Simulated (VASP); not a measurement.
A run of VASP 6.6.1 is set up as follows.

Contents of INCAR:

```
PREC     = Accurate       # precision mode
ENCUT    = 520            # plane-wave cutoff, eV
EDIFF    = 1E-6           # SCF threshold, eV
ISMEAR   = 0              # smearing method
SIGMA    = 0.2            # smearing width, eV
LREAL    = False          # projectors in reciprocal space
LASPH    = True           # aspherical terms in the spheres
NELM     = 100            # most SCF steps
ALGO     = Normal         # electronic algorithm
ISIF     = 2              # what is computed and relaxed
LWAVE    = False          # write WAVECAR
LCHARG   = False          # write CHGCAR
GGA      = PE             # functional
NBANDS   = 22             # bands
```

KPOINTS

```
regular mesh
0
Gamma
  6 6 6
```

Contents of POSCAR:

```
Al4N3
1.0
    1.5569913516      0.8989293760     11.8583450321
   -1.5569913516      0.8989293760     11.8583450321
    0.0000000000     -1.7978587520     11.8583450321
Al N
4 3
Direct
    0.1367647494      0.1367647494      0.1367647494
    0.8632352506      0.8632352506      0.8632352506
    0.2999833898      0.2999833898      0.2999833898
    0.7000166102      0.7000166102      0.7000166102
    0.1989239261      0.1989239261      0.1989239261
    0.8010760739      0.8010760739      0.8010760739
    0.0000000000      0.0000000000      0.0000000000
```

Potentials or basis: VASP PAW PBE potentials, release 64 (Al, N).

Run with:

```sh
$ cat potpaw_PBE.64/Al/POTCAR potpaw_PBE.64/N/POTCAR > POTCAR
$ mpirun -np 1 vasp_std > vasp.out
```

Q: Estimate the pressure.

A: -0.1 GPa.

Q: Estimate the largest force.

A: 0.021 eV/Å.

Stress tensor (GPa, compression positive):
```
-0.36  0.00  0.00
 0.00 -0.36  0.00
 0.00  0.00  0.35
```

Caveat: the k points lie up to 0.39 Å⁻¹ apart.
